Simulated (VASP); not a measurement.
Here is a VASP 6.6.1 calculation.

The input INCAR:

```
PREC     = Accurate       # precision mode
ENCUT    = 520            # plane-wave cutoff, eV
EDIFF    = 1E-7           # SCF threshold, eV
ISMEAR   = -1             # smearing method
SIGMA    = 0.1            # smearing width, eV
LREAL    = F              # projectors in reciprocal space
LASPH    = T              # aspherical terms in the spheres
NELM     = 80             # most SCF steps
ALGO     = Normal         # electronic algorithm
ISIF     = 2              # what is computed and relaxed
LWAVE    = F              # write WAVECAR
LCHARG   = F              # write CHGCAR
GGA      = PE             # functional
NBANDS   = 18             # bands
```

Contents of KPOINTS:

```
regular mesh
0
Gamma
  14 14 4
```

File POSCAR:

```
Sb
1.0
    3.2514575366      0.0000000000      0.0000000000
   -1.6257287683      2.8158448261      0.0000000000
    0.0000000000      0.0000000000     11.0288686944
Sb
4
Direct
    1.0000000000      1.0000000000      1.0000000000
    1.0000000000      1.0000000000      0.5000000000
    0.3333333333      0.6666666667      0.2500000000
    0.6666666667      0.3333333333      0.7500000000
```

Potentials or basis: VASP PAW PBE potentials, release 64 (Sb).

The run is started by

```sh
$ cat potpaw_PBE.64/Sb/POTCAR > POTCAR
$ mpirun -np 1 vasp_std > vasp.out
```

**Question.** Predict the band gap on the k mesh.

**Answer.** Zero (bands 10 and 11 overlap by 7.55 eV).

**Question.** What does it give for the pressure?

**Answer.** 5.9 GPa.

Stress tensor (GPa, compression positive):
```
6.18 0.00 0.00
0.00 6.18 0.00
0.00 0.00 5.35
```

Caveat: the cell stands under pressure; spin-orbit coupling is left out, which moves the levels of the heavy elements.
